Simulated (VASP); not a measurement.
The system is Te.

```
Te
1.0
     5.62432    0.00000    0.00000
    -2.81216    4.87081    0.00000
     0.00000    0.00000    3.16643
Te
3
Direct
  0.00000 0.00000 0.00000
  0.33333 0.66667 0.50000
  0.66667 0.33333 0.50000
```

This isn't the form of Te at room conditions, which is trigonal, of chains.

| Item | Value |
| --- | --- |
| Program | VASP 6.6.1 |
| Task | relaxation of cell and atoms |
| Functional | r2SCAN |
| Potentials or basis | VASP PAW PBE potentials, release 64 (Te) |
| Cutoff | 600 eV |
| k mesh | 6 × 6 × 6 |
| Occupations | gaussian, width 0.1 eV |
| Spin | no spin polarisation |

At the start: pressure 0.1 GPa; volume 28.91 Å³/atom.

Problem. How do energy, volume and symmetry change on relaxing?

Solution. Over 5 steps the energy falls by 8.4 meV/atom and the volume is 29.26 Å³/atom (+1.2 %); space group P6/mmm (No. 191, to 0.1 Å) before and after.

Step by step:
```tsv
step	energy change (eV)	largest force (eV/Å)	pressure (GPa)	volume (Å³)
1	0.0000	0.0000	0.15	86.74
2	-0.0095	0.0000	0.01	87.07
3	-0.0239	0.0000	-0.08	87.95
4	-0.0244	0.0000	-0.14	87.67
5	-0.0251	0.0000	-0.13	87.79
```

Final structure:
```
Te
1.0
     5.75341    0.00000    0.00000
    -2.87670    4.98260    0.00000
     0.00000    0.00000    3.06254
Te
3
Cartesian
  -2.8767 4.9826 0.0000
  0.0000 3.3217 1.5313
  2.8767 1.6609 1.5313
```

Caveat: the PAW data sets were made with another functional, which shifts forces and pressure a little.
